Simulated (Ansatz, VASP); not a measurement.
## Cd in VASP and in Ansatz

The input INCAR:

```
SYSTEM = Cd
  ALGO = Normal
  EDIFF = 1E-7
  ENCUT = 520
  GGA = PS
  ISIF = 2
  ISMEAR = -1
  LASPH = .True.
  LCHARG = .False.
  LREAL = .False.
  LWAVE = .False.
  NBANDS = 19
  NELM = 80
  PREC = Accurate
  SIGMA = 0.1
```

File KPOINTS:

```
k-points
0
Gamma
  20 20 9
  0 0 0
```

Contents of POSCAR:

```
Cd
1.0
    3.0400671868      0.0000000000      0.0000000000
   -1.5200335934      2.6327754130      0.0000000000
    0.0000000000      0.0000000000      5.9472788296
Cd
2
Direct
    0.3333333333      0.6666666667      0.2500000000
    0.6666666667      0.3333333333      0.7500000000
```

Input for Ansatz:

```yaml
crystal:
  lattice:
    - [3.0400671863, 0.0, 0.0]
    - [-1.5200335931, 2.6327754125, 0.0]
    - [0.0, 0.0, 5.9472788251]
  atoms:
    - { symbol: Cd, position: [0.3333333333, 0.6666666667, 0.25] }
    - { symbol: Cd, position: [0.6666666667, 0.3333333333, 0.75] }
hamiltonian:
  xc: pbesol
  pseudopotentials:
    kind: paw
    azcp:
      Cd: "pseudopotentials/Cd.paw.azcp"
basis:
  ecutwfc: 420
  fft_grid_basis: typed
kpoints:
  mp_grid: { grid: [20, 20, 9], shift: [0, 0, 0] }
magnetization:
  spin_polarized: false
scf:
  occupations: { method: fermi_dirac, width: 0.1 }
output:
  stress: true
```

Alike in both runs: task single point; functional PBEsol; k mesh 20 × 20 × 9; occupations fermi-dirac, width 0.1 eV; no spin polarisation.

|  | VASP | Ansatz |
| --- | --- | --- |
| version | VASP 6.6.1 | Ansatz 0.2.0 |
| potentials or method | VASP PAW PBE potentials, release 64 (Cd), cutoff 520 eV | plane waves (420 eV) with PAW, scalar-relativistic |
| valence electrons in the cell | 24 | 40 |

```tsv
	VASP	Ansatz	Ansatz less VASP
pressure (GPa)	-4.7	-4.9	-0.23
traceless stress, the component that is largest in VASP (GPa)	0.92	1.03	+0.111
```

VASP's potentials were made for PBE, not for PBEsol, and Ansatz warns of the same on its side. The functional is the same, so the differences come from potentials, cutoffs and numerics. VASP's potentials hold 24 valence electrons a cell and Ansatz's 40, so a difference there can come from the potentials and not from the codes.
